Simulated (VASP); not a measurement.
Write the native input for VASP 6.6.1 that does the following.

```
Task                   : single point
Functional             : PBEsol
Potentials or basis    : VASP PAW PBE potentials, release 64 (Pb_d, O)
Cutoff                 : 520 eV
k mesh                 : 8 × 8 × 6
Occupations            : gaussian, width 0.02 eV
Spin                   : no spin polarisation
Dipole correction      : no
Further INCAR settings : ALGO = Normal; EDIFF = 1e-07; NBANDS = 28
```

The structure of PbO lies in POSCAR:

```
PbO
1.0
    3.9965165657      0.0000000000      0.0000000000
    0.0000000000      3.9965165657      0.0000000000
    0.0000000000      0.0000000000      5.2086751331
Pb O
2 2
Direct
    0.0000000000      0.5000000000      0.2272615100
    0.5000000000      0.0000000000      0.7727384900
    0.0000000000      0.0000000000      0.0000000000
    0.5000000000      0.5000000000      0.0000000000
```

The input as run:

INCAR

```
SYSTEM = PbO
ALGO     = Normal         ! electronic algorithm
EDIFF    = 1E-7           ! SCF threshold, eV
ENCUT    = 520            ! plane-wave cutoff, eV
GGA      = PS             ! functional
ISIF     = 2              ! what is computed and relaxed
ISMEAR   = 0              ! smearing method
LASPH    = .True.         ! aspherical terms in the spheres
LCHARG   = .False.        ! write CHGCAR
LREAL    = .False.        ! projectors in reciprocal space
LWAVE    = .False.        ! write WAVECAR
NBANDS   = 28             ! bands
NELM     = 100            ! most SCF steps
PREC     = Accurate       ! precision mode
SIGMA    = 0.02           ! smearing width, eV
```

KPOINTS

```
k-points
0
Gamma
  8 8 6
  0 0 0
```

Potentials or basis: VASP PAW PBE potentials, release 64 (Pb_d, O).

Launch:

```bash
$ cat potpaw_PBE.64/Pb_d/POTCAR potpaw_PBE.64/O/POTCAR > POTCAR
$ mpirun -np 1 vasp_std > vasp.out
```

It gave:

```json
{
 "Pressure": "-0.4 GPa",
 "Largest force": "0.043 eV/Å",
 "Band gap on the k mesh": "1.38 eV (least direct gap 2.12 eV)"
}
```

Caveat: the PAW data sets were made with another functional, which shifts forces and pressure a little; spin-orbit coupling is left out, which moves the levels of the heavy elements.

Run time: 6.1 min on 1 thread of Intel Xeon 8259CL (shared host), peak memory 0.26 GiB.
